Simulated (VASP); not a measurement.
# Li2MgGeS4 (I-42m) in VASP: further runs

The runs below take Li2MgGeS4 through single point, with PBE.

Everything below comes from runs of VASP 6.6.1. Logs are shortened: lines on timing, memory, paths and dates and some standing lists are left out, and cuts for length are marked.

### 1 The cell of the first run

Symmetry: I-42m, No. 121, tetragonal system. Conventional cell: a = 5.541 Å, b = 5.541 Å, c = 11.298 Å, α = 90.00°, β = 90.00°, γ = 90.00°. Li (site symmetry -4) has 4 S at 2.44 Å within 3.2 Å. Within 3.3 Å of Mg (site symmetry -42m) lie 4 S at 2.51 Å. Ge (site symmetry -42m) has 4 S at 2.27 Å within 3.0 Å. S (site symmetry m) has 1 Ge at 2.27 Å and 2 Li at 2.44 Å and 1 Mg at 2.51 Å within 3.0 Å.

### 2 Single point, PBE (21.68 Å³/atom)

File INCAR:

```
PREC     = Accurate       # precision mode
ENCUT    = 520            # plane-wave cutoff, eV
EDIFF    = 1E-7           # SCF threshold, eV
ISMEAR   = 0              # smearing method
SIGMA    = 0.01           # smearing width, eV
LREAL    = False          # projectors in reciprocal space
LASPH    = True           # aspherical terms in the spheres
NELM     = 80             # most SCF steps
ALGO     = Normal         # electronic algorithm
ISIF     = 2              # what is computed and relaxed
LWAVE    = False          # write WAVECAR
LCHARG   = False          # write CHGCAR
GGA      = PE             # functional
NBANDS   = 33             # bands
```

File KPOINTS:

```
Automatic mesh
0
Gamma
  6 6 6
```

File POSCAR:

```
Li2MgGeS4
1.0
   -2.7707010675      2.7707010675      5.6488300346
    2.7707010675     -2.7707010675      5.6488300346
    2.7707010675      2.7707010675     -5.6488300346
Li Mg Ge S
2 1 1 4
Direct
    0.7500000000      0.2500000000      0.5000000000
    0.2500000000      0.7500000000      0.5000000000
    0.0000000000      0.0000000000      0.0000000000
    0.5000000000      0.5000000000      0.0000000000
    0.8527298936      0.8527298936      0.4625984506
    0.1472701064      0.6098685570      0.0000000000
    0.6098685570      0.1472701064      0.0000000000
    0.3901314430      0.3901314430      0.5374015494
```

Potentials or basis: VASP PAW PBE potentials, release 64 (Li_sv, Mg, Ge_d, S).

Launch:

```
cat potpaw_PBE.64/Li_sv/POTCAR potpaw_PBE.64/Mg/POTCAR potpaw_PBE.64/Ge_d/POTCAR potpaw_PBE.64/S/POTCAR > POTCAR
mpirun -np 1 vasp_std > vasp.out
```

OUTCAR:

```text
PREC = Accurate
   ENCUT = 520
   EDIFF = 1E-7
   ISMEAR = 0
   LREAL = False
   LASPH = True
   NELM = 80
   ISIF = 2
   GGA = PE

 ion  position               nearest neighbor table
   1  0.750  0.250  0.500-   7 2.44   6 2.44   8 2.44   5 2.44
   2  0.250  0.750  0.500-   6 2.44   7 2.44   8 2.44   5 2.44
   3  0.000  0.000  0.000-   8 2.51   6 2.51   7 2.51   5 2.51
   4  0.500  0.500  0.000-   6 2.27   7 2.27   8 2.27   5 2.27
   5  0.853  0.853  0.463-   4 2.27   2 2.44   1 2.44   3 2.51
   6  0.147  0.610  0.000-   4 2.27   2 2.44   1 2.44   3 2.51
   7  0.610  0.147  0.000-   4 2.27   1 2.44   2 2.44   3 2.51
   8  0.390  0.390  0.537-   4 2.27   2 2.44   1 2.44   3 2.51

  LATTYP: Found a body centered tetragonal cell.
 ALAT       =     5.5414021350
 C/A-ratio  =     2.0387728221

  Lattice vectors:

 A1 = (  -2.7707010675,   2.7707010675,   5.6488300346)
 A2 = (   2.7707010675,  -2.7707010675,   5.6488300346)
 A3 = (   2.7707010675,   2.7707010675,  -5.6488300346)

Analysis of symmetry for initial positions (statically):
=====================================================================
 Subroutine PRICEL returns:
 Original cell was already a primitive cell.

 Routine SETGRP: Setting up the symmetry group for a
 body centered tetragonal supercell.

 Subroutine GETGRP returns: Found  8 space group operations
 (whereof  8 operations were pure point group operations)
 out of a pool of 16 trial point group operations.

The static configuration has the point symmetry D_2d.

Analysis of symmetry for dynamics (positions and initial velocities):
=====================================================================
 Subroutine PRICEL returns:
 Original cell was already a primitive cell.

 Routine SETGRP: Setting up the symmetry group for a
 body centered tetragonal supercell.

 Subroutine GETGRP returns: Found  8 space group operations
 (whereof  8 operations were pure point group operations)
 out of a pool of 16 trial point group operations.

The dynamic configuration has the point symmetry D_2d.

 Subroutine INISYM returns: Found  8 space group operations
 (whereof  8 operations are pure point group operations),
 and found     1 'primitive' translations

[... 104 lines left out ...]
   ENCUT  =  520.0 eV  38.22 Ry    6.18 a.u.  12.78 12.78 12.78*2*pi/ulx,y,z
   NELM   =     80;   NELMIN=  2; NELMDL= -5     # of ELM steps
   EDIFF  = 0.1E-06   stopping-criterion for ELM
   LREAL  =      F    real-space projection
   EDIFFG = 0.1E-05   stopping-criterion for IOM
   NSW    =      0    number of steps for IOM
   IBRION =     -1    ionic relax: 0-MD 1-quasi-New 2-CG
   NFREE  =      0    steps in history (QN), initial steepest desc. (CG)
   ISIF   =      2    stress and relaxation
   ISYM   =      2    0-nonsym 1-usesym 2-fastsym
   POTIM  = 0.5000    time-step for ionic-motion
   TEBEG  =    0.0;   TEEND  =   0.0 temperature during run
   PSTRESS=    0.0 pullay stress
   NELECT =      46.0000    total number of electrons
   NUPDOWN=      -1.0000    fix difference up-down
   EMIN   =  10.00;   EMAX   =-10.00  energy-range for DOS
   EFERMI =   0.00;   METHOD = LEGACY
   ISMEAR =     0;   SIGMA  =   0.01  broadening in eV -4-tet -1-fermi 0-gaus
   EFERMI_NEDOS =   21; number of points for ismear=-14 and -15
   IALGO  =     38    algorithm
   IMIX   =      4    mixing-type and parameters
     AMIX     =   0.40;   BMIX     =  1.00
     AMIX_MAG =   1.60;   BMIX_MAG =  1.00
  volume/ion in A,a.u.               =      21.68       146.32
  Fermi-wavevector in a.u.,A,eV,Ry     =   1.051788  1.987591 15.051550  1.106258
  Thomas-Fermi vector in A             =   2.186845
   LORBIT       =      0    0 simple, 1 ext, 2 COOP (PROOUT), +10 PAW based schemes
   GGA     = PE    functional components
   LHFCALC =     F    Hartree Fock is set to
   AEXX    =    0.0000 exact exchange contribution
   IVDW    =     0    specifies the selected vdW correction
   LEPSILON=     F    determine dielectric tensor
   LRPA    =     F    only Hartree local field effects (RPA)
 non-spin polarized calculation
 Gauss-broadening in eV      SIGMA  =   0.01
  energy-cutoff  :      520.00
  volume of cell :      173.46
 maximum number of plane-waves:      4693
 NGX is ok and might be reduce to    54
   NGX = 25   NGY = 25   NGZ = 25

 number of electron      46.0000004 magnetization

 Free energy of the ion-electron system (eV)
  ---------------------------------------------------
  ext. energy  EPLUGINS =         0.00000000
  ---------------------------------------------------
  free energy    TOTEN  =       -34.63263021 eV

  energy without entropy =      -34.63263021  energy(sigma->0) =      -34.63263021

 E-fermi :   1.4237     XC(G=0):  -8.3805

 val. band max:        1.3358794740   @ k =   0.5000   0.5000  -0.0000
 cond. band min:       3.6948927502   @ k =   0.0000   0.0000   0.0000
 fundamental gap:      2.3590132762
 Fermi energy:         1.4237008329

 k-point     1 :       0.0000    0.0000    0.0000
  band No.  band energies     occupation
      1     -42.5886      2.00000
      2     -42.5877      2.00000
      3     -22.8073      2.00000
      4     -22.8073      2.00000
      5     -22.8016      2.00000
      6     -22.7668      2.00000
[... 853 lines left out ...]
     32       8.7680      0.00000
     33       9.0200      0.00000

 [... further k-points ...]
[... 5 lines left out ...]
  --------------------------------------------------------------------------------------
  -------------------------------------------------------------------------------------
  Total       -1.7784960     -1.7784960     -1.7631894      0.0000000      0.0000000      0.0000000
  in kB      -16.4272786    -16.4272786    -16.2858975      0.0000000      0.0000000      0.0000000
  external PRESSURE =     -16.3801515 kB  Pullay stress =       0.0000000 kB

 VOLUME and BASIS-vectors are now :
 -----------------------------------------------------------------------------
  energy-cutoff  :      520.00
  volume of cell :      173.46
      direct lattice vectors                 reciprocal lattice vectors
    -2.770701068  2.770701068  5.648830035     0.000000000  0.180459742  0.088513904
     2.770701068 -2.770701068  5.648830035     0.180459742  0.000000000  0.088513904
     2.770701068  2.770701068 -5.648830035     0.180459742  0.180459742  0.000000000

 POSITION                                       TOTAL-FORCE (eV/Angst)
 -----------------------------------------------------------------------------------
     -0.00000      2.77070      2.82442         0.000000      0.000000     -0.000000
      2.77070     -0.00000      2.82442         0.000000     -0.000000     -0.000000
      0.00000      0.00000      0.00000         0.000000     -0.000000     -0.000000
      0.00000      0.00000      5.64883         0.000000      0.000000     -0.000000
      1.28172      1.28172      7.02071        -0.074151     -0.074151     -0.163772
      1.28172     -1.28172      4.27695        -0.074151      0.074151      0.163772
     -1.28172      1.28172      4.27695         0.074151     -0.074151      0.163772
      1.48898      1.48898      1.37188         0.074151      0.074151     -0.163772
 -----------------------------------------------------------------------------------
    total drift:                                0.000006      0.000006      0.000005

  FREE ENERGIE OF THE ION-ELECTRON SYSTEM (eV)
  ---------------------------------------------------
  free  energy   TOTEN  =       -34.6326302066 eV

  energy  without entropy=      -34.6326302066  energy(sigma->0) =      -34.63263021
```

stdout:

```text
POSCAR found type information on POSCAR LiMgGeS
 POSCAR found :  4 types and       8 ions
 scaLAPACK will be used
 LDA part: xc-table for (Slater+PW92), standard interpolation
 POSCAR, INCAR and KPOINTS ok, starting setup
 FFT: planning ... GRIDC
 FFT: planning ... GRID_SOFT
 FFT: planning ... GRID
 WAVECAR not read
 entering main loop
```

Run time: 10 min. Hardware: 1 thread of Oxide Virtual Turin-like, shared host; peak memory 0.47 GiB.

What came out:

```
Free energy            : -34.6326 eV
Largest force          : 0.194 eV/Å
Band gap on the k mesh : 2.36 eV (least direct gap 2.39 eV)
```

Forces in eV/Å, atoms in the order of the input:
```
Li   0.000  0.000  0.000
Li   0.000  0.000  0.000
Mg   0.000  0.000  0.000
Ge   0.000  0.000  0.000
S   -0.074 -0.074 -0.164
S   -0.074  0.074  0.164
S    0.074 -0.074  0.164
S    0.074  0.074 -0.164
```

Levels at points of the mesh, in eV from the valence-band top:
```csv
k point,band 21,band 22,band 23,band 24,band 25,band 26
"(0.00, 0.00, 0.00)",-0.25,-0.03,-0.03,2.36,3.46,5.19
"(0.50, 0.00, 0.00)",-0.69,-0.50,-0.46,3.33,4.82,5.20
"(0.50, 0.50, 0.00)",-0.31,-0.19,0.00,2.41,4.44,5.49
"(0.50, 0.50, 0.50)",-0.83,-0.42,-0.42,2.70,3.76,3.76
```

Caveat: the cutoff is under 1.25 times the usual one of these potentials, so pressure, stress and relaxed cells hold a basis-set (Pulay) error. A k mesh can miss the band edges.

### 3 Single point, PBE (22.31 Å³/atom)

This run uses another cell than the first one, of 22.31 Å³/atom.

File INCAR:

```
PREC = Accurate
ENCUT = 520
EDIFF = 1E-6
ISMEAR = 0
SIGMA = 0.01
LREAL = False
LASPH = True
NELM = 100
ALGO = Normal
ISIF = 2
LWAVE = False
LCHARG = False
GGA = PE
NBANDS = 33
```

KPOINTS is that of step 2.

POSCAR: that of step 2 with these lines changed.

```diff
@@ -2,5 +2,5 @@
 1.0
-   -2.7707010675      2.7707010675      5.6488300346
-    2.7707010675     -2.7707010675      5.6488300346
-    2.7707010675      2.7707010675     -5.6488300346
+   -2.7973440584      2.7973440584      5.7031490402
+    2.7973440584     -2.7973440584      5.7031490402
+    2.7973440584      2.7973440584     -5.7031490402
 Li Mg Ge S
```

Potentials or basis: VASP PAW PBE potentials, release 64 (Li_sv, Mg, Ge_d, S).

Launch:

```
cat potpaw_PBE.64/Li_sv/POTCAR potpaw_PBE.64/Mg/POTCAR potpaw_PBE.64/Ge_d/POTCAR potpaw_PBE.64/S/POTCAR > POTCAR
mpirun -np 1 vasp_std > vasp.out
```

OUTCAR:

```text
PREC = Accurate
   ENCUT = 520
   EDIFF = 1E-6
   ISMEAR = 0
   LREAL = False
   LASPH = True
   NELM = 100
   ISIF = 2
   GGA = PE

 ion  position               nearest neighbor table
   1  0.750  0.250  0.500-   5 2.47   6 2.47   8 2.47   7 2.47
   2  0.250  0.750  0.500-   5 2.47   7 2.47   8 2.47   6 2.47
   3  0.000  0.000  0.000-   8 2.54   6 2.54   7 2.54   5 2.54
   4  0.500  0.500  0.000-   5 2.30   6 2.30   7 2.30   8 2.30
   5  0.853  0.853  0.463-   4 2.30   2 2.47   1 2.47   3 2.54
   6  0.147  0.610  0.000-   4 2.30   2 2.47   1 2.47   3 2.54
   7  0.610  0.147  0.000-   4 2.30   1 2.47   2 2.47   3 2.54
   8  0.390  0.390  0.537-   4 2.30   2 2.47   1 2.47   3 2.54

  LATTYP: Found a body centered tetragonal cell.
 ALAT       =     5.5946881168
 C/A-ratio  =     2.0387728221

  Lattice vectors:

 A1 = (  -2.7973440584,   2.7973440584,   5.7031490402)
 A2 = (   2.7973440584,  -2.7973440584,   5.7031490402)
[... 184 lines left out ...]
  ---------------------------------------------------
  free energy    TOTEN  =       -34.56234146 eV

  energy without entropy =      -34.56234146  energy(sigma->0) =      -34.56234146

 E-fermi :   1.2455     XC(G=0):  -8.2658

 val. band max:        1.1472704042   @ k =   0.5000   0.5000   0.0000
 cond. band min:       3.3558802214   @ k =   0.0000   0.0000   0.0000
 fundamental gap:      2.2086098172
 Fermi energy:         1.2454503867

 k-point     1 :       0.0000    0.0000    0.0000
  band No.  band energies     occupation
      1     -42.8469      2.00000
      2     -42.8462      2.00000
      3     -23.0134      2.00000
      4     -23.0134      2.00000
      5     -23.0084      2.00000
      6     -22.9769      2.00000
[... 853 lines left out ...]
     32       8.5078      0.00000
     33       8.7946      0.00000

 [... further k-points ...]
[... 5 lines left out ...]
  --------------------------------------------------------------------------------------
  -------------------------------------------------------------------------------------
  Total       -3.2355858     -3.2355858     -3.2255252      0.0000000      0.0000000      0.0000000
  in kB      -29.0400268    -29.0400268    -28.9497313      0.0000000      0.0000000      0.0000000
  external PRESSURE =     -29.0099283 kB  Pullay stress =       0.0000000 kB

 VOLUME and BASIS-vectors are now :
 -----------------------------------------------------------------------------
  energy-cutoff  :      520.00
  volume of cell :      178.51
      direct lattice vectors                 reciprocal lattice vectors
    -2.797344058  2.797344058  5.703149040     0.000000000  0.178740973  0.087670863
     2.797344058 -2.797344058  5.703149040     0.178740973  0.000000000  0.087670863
     2.797344058  2.797344058 -5.703149040     0.178740973  0.178740973  0.000000000

 POSITION                                       TOTAL-FORCE (eV/Angst)
 -----------------------------------------------------------------------------------
      0.00000      2.79734      2.85157        -0.000000     -0.000000      0.000000
      2.79734      0.00000      2.85157        -0.000000     -0.000000     -0.000000
      0.00000      0.00000      0.00000        -0.000000     -0.000000      0.000000
      0.00000      0.00000      5.70315        -0.000000     -0.000000      0.000000
      1.29405      1.29405      7.08822        -0.129644     -0.129644     -0.290149
      1.29405     -1.29405      4.31807        -0.129644      0.129644      0.290149
     -1.29405      1.29405      4.31807         0.129644     -0.129644      0.290149
      1.50330      1.50330      1.38507         0.129644      0.129644     -0.290149
 -----------------------------------------------------------------------------------
    total drift:                                0.000007      0.000007      0.000005

  FREE ENERGIE OF THE ION-ELECTRON SYSTEM (eV)
  ---------------------------------------------------
  free  energy   TOTEN  =       -34.5623414620 eV

  energy  without entropy=      -34.5623414620  energy(sigma->0) =      -34.56234146
```

OSZICAR:

```text
N       E                     dE             d eps       ncg     rms          rms(c)
DAV:   1     0.366264366291E+03    0.36626E+03   -0.20181E+04  2424   0.176E+03
DAV:   2     0.233028519422E+02   -0.34296E+03   -0.32250E+03  2254   0.503E+02
DAV:   3    -0.290603617688E+02   -0.52363E+02   -0.51751E+02  2412   0.130E+02
DAV:   4    -0.358702816909E+02   -0.68099E+01   -0.67901E+01  3567   0.411E+01
DAV:   5    -0.362961196338E+02   -0.42584E+00   -0.42526E+00  2784   0.888E+00    0.927E+00
DAV:   6    -0.346672779124E+02    0.16288E+01   -0.29235E+00  3052   0.131E+01    0.751E+00
DAV:   7    -0.345517689138E+02    0.11551E+00   -0.85792E-01  2464   0.368E+00    0.382E+00
DAV:   8    -0.345561890754E+02   -0.44202E-02   -0.71495E-02  2927   0.222E+00    0.674E-01
DAV:   9    -0.345603094670E+02   -0.41204E-02   -0.12692E-02  2672   0.912E-01    0.214E-01
DAV:  10    -0.345613940428E+02   -0.10846E-02   -0.16564E-03  2607   0.217E-01    0.954E-02
DAV:  11    -0.345622808265E+02   -0.88678E-03   -0.99473E-04  2196   0.150E-01    0.343E-02
DAV:  12    -0.345623284935E+02   -0.47667E-04   -0.86144E-05  3136   0.382E-02    0.206E-02
DAV:  13    -0.345623386145E+02   -0.10121E-04   -0.12139E-05  2334   0.192E-02    0.670E-03
DAV:  14    -0.345623411792E+02   -0.25647E-05   -0.26869E-06  2160   0.827E-03    0.222E-03
DAV:  15    -0.345623414620E+02   -0.28278E-06   -0.58837E-07  1742   0.412E-03
   1 F= -.34562341E+02 E0= -.34562341E+02  d E =-.119316E-45
```

Run time: 8.4 min. Hardware: 1 thread of Oxide Virtual Turin-like, shared host; peak memory 0.47 GiB.

Results:

```yaml
Free_energy: -34.5623 eV
Largest_force: 0.343 eV/Å
Band_gap_on_the_k_mesh: 2.21 eV (least direct gap 2.25 eV)
```

Forces on the atoms (eV/Å):
```
Li   0.000  0.000  0.000
Li   0.000  0.000  0.000
Mg   0.000  0.000  0.000
Ge   0.000  0.000  0.000
S   -0.130 -0.130 -0.290
S   -0.130  0.130  0.290
S    0.130 -0.130  0.290
S    0.130  0.130 -0.290
```

Levels at points of the mesh, in eV from the valence-band top:
```csv
k point,band 21,band 22,band 23,band 24,band 25,band 26
"(0.00, 0.00, 0.00)",-0.25,-0.04,-0.04,2.21,3.46,5.06
"(0.50, 0.00, 0.00)",-0.67,-0.48,-0.45,3.16,4.76,5.11
"(0.50, 0.50, 0.00)",-0.30,-0.18,0.00,2.28,4.34,5.39
"(0.50, 0.50, 0.50)",-0.79,-0.40,-0.40,2.59,3.77,3.77
```

Caveat: the cutoff is under 1.25 times the usual one of these potentials, so pressure, stress and relaxed cells hold a basis-set (Pulay) error.
